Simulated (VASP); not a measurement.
**ScGaCl6: single point with PBEsol**

The system is ScGaCl6.

```xyz
8
Lattice="5.8183 3.3592 2.0314 -5.8183 3.3592 2.0314 0.0000 -6.7184 2.0314" Properties=species:S:1:pos:R:3 pbc="T T T"
Sc    0.0000    0.0000    0.0000
Ga    0.0000    0.0000    3.0471
Cl    0.9926    1.6064    1.6060
Cl    0.8949   -1.6628    1.6060
Cl    1.8875   -0.0564    4.4882
Cl   -0.8949    1.6628    4.4882
Cl   -0.9926   -1.6064    4.4882
Cl   -1.8875    0.0564    1.6060
```

* Program: VASP 6.6.1
* Task: single point
* Functional: PBEsol
* Potentials or basis: VASP PAW PBE potentials, release 64 (Sc_sv, Ga_d, Cl)
* Cutoff: 520 eV
* k mesh: 4 × 4 × 4
* Occupations: fermi-dirac, width 0.03 eV
* Spin: no spin polarisation

```json
{
  "Pressure": "0.1 GPa",
  "Largest force": "0.024 eV/Å",
  "Band gap on the k mesh": "3.28 eV (least direct gap 3.29 eV)"
}
```

Forces in eV/Å, atoms in the order of the input:
```
Sc   0.000  0.000  0.000
Ga   0.000  0.000  0.000
Cl   0.011  0.017  0.014
Cl   0.009 -0.018  0.014
Cl   0.020 -0.001 -0.014
Cl  -0.009  0.018 -0.014
Cl  -0.011 -0.017 -0.014
Cl  -0.020  0.001  0.014
```

Levels at points of the mesh, in eV from the valence-band top:
```tsv
k point	band 31	band 32	band 33	band 34	band 35	band 36
(0.00, 0.00, 0.00)	-0.42	-0.38	-0.15	3.28	3.95	3.95
(0.50, 0.00, 0.00)	-0.40	-0.40	-0.21	3.78	3.84	3.87
(0.50, 0.50, 0.00)	-0.66	-0.43	-0.01	3.28	3.95	4.05
(0.50, 0.50, 0.50)	-0.49	-0.49	-0.39	3.83	3.83	3.84
```

It took 7 min on 1 thread of Oxide Virtual Turin-like Processor, with other jobs on the host, peak memory 0.43 GiB.

Caveat: the PAW data sets were made with another functional, which shifts forces and pressure a little. A k mesh can miss the band edges.
